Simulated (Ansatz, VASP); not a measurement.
# One calculation of Li3ZrN2, two programs

INCAR

```
SYSTEM = Li3ZrN2
PREC = Accurate
ENCUT = 600
EDIFF = 1E-6
ISMEAR = 0
SIGMA = 0.15
LREAL = .FALSE.
LASPH = .TRUE.
NELM = 100
ALGO = Normal
ISIF = 3
LWAVE = .FALSE.
LCHARG = .FALSE.
GGA = PE
IBRION = 2
NSW = 36
EDIFFG = -0.08
```

File KPOINTS:

```
Automatic mesh
0
G
  4 4 2
  0 0 0
```

Contents of POSCAR:

```
Li3ZrN2
1.0
    3.4000000000      0.0000000000      0.0000000000
   -1.7000000000      2.9444863700      0.0000000000
    0.0000000000      0.0000000000      6.2000000000
Li Zr N
3 1 2
Direct
    0.0000000000      0.0000000000      0.5000000000
    0.3333333300      0.6666666700      0.6200000000
    0.6666666700      0.3333333300      0.3800000000
    0.0000000000      0.0000000000      0.0000000000
    0.6666666700      0.3333333300      0.7700000000
    0.3333333300      0.6666666700      0.2300000000
```

Input for Ansatz:

```yaml
crystal:
  lattice:
    - [3.4, 0.0, 0.0]
    - [-1.7, 2.94448637, 0.0]
    - [0.0, 0.0, 6.2]
  atoms:
    - { symbol: Li, position: [0.0, 0.0, 0.5] }
    - { symbol: Li, position: [0.33333333, 0.66666667, 0.62] }
    - { symbol: Li, position: [0.66666667, 0.33333333, 0.38] }
    - { symbol: Zr, position: [0.0, 0.0, 0.0] }
    - { symbol: "N", position: [0.66666667, 0.33333333, 0.77] }
    - { symbol: "N", position: [0.33333333, 0.66666667, 0.23] }
basis:
  ecutwfc: 420
kpoints:
  mp_grid: { grid: [4, 4, 2] }
hamiltonian:
  xc: pbe
scf:
  occupations: { method: gaussian, width: 0.15 }
  lower_state_search: "off"
output:
  forces: true
  stress: true
  eigenvalues: true
relax:
  adjacent_minimum: "off"
  f_tol: 0.08
  max_steps: 16
  cell: { stress_tol: 0.8 }
```

Alike in both runs: task relaxation of cell and atoms; functional PBE; k mesh 4 × 4 × 2; occupations gaussian, width 0.15 eV; no spin polarisation.

```csv
,VASP,Ansatz
version,VASP 6.6.1,Ansatz 0.2.0
potentials or method,"VASP PAW PBE potentials, release 64 (Li_sv, Zr_sv, N), cutoff 600 eV","scalar-relativistic, plane waves, PAW"
valence electrons in the cell,31,31
```

Ansatz gave:

* gap on the k mesh at the Fermi level, each at its own relaxed structure (eV): none
* relaxed volume (Å³/atom): 9.04
* relaxed cell length with the largest relative difference (Å): 3.323

Task: Estimate VASP's values.

Result: gap on the k mesh at the Fermi level, each at its own relaxed structure (eV): none; relaxed volume (Å³/atom): 9.02; relaxed cell length with the largest relative difference (Å): 3.317.

A gap of «none» marks a metal or a gap that the smearing closes.

The k mesh is coarse, so the values compare programs but aren't converged. Noted on VASP's run: the cutoff is short for stress, so the pressure is rough.
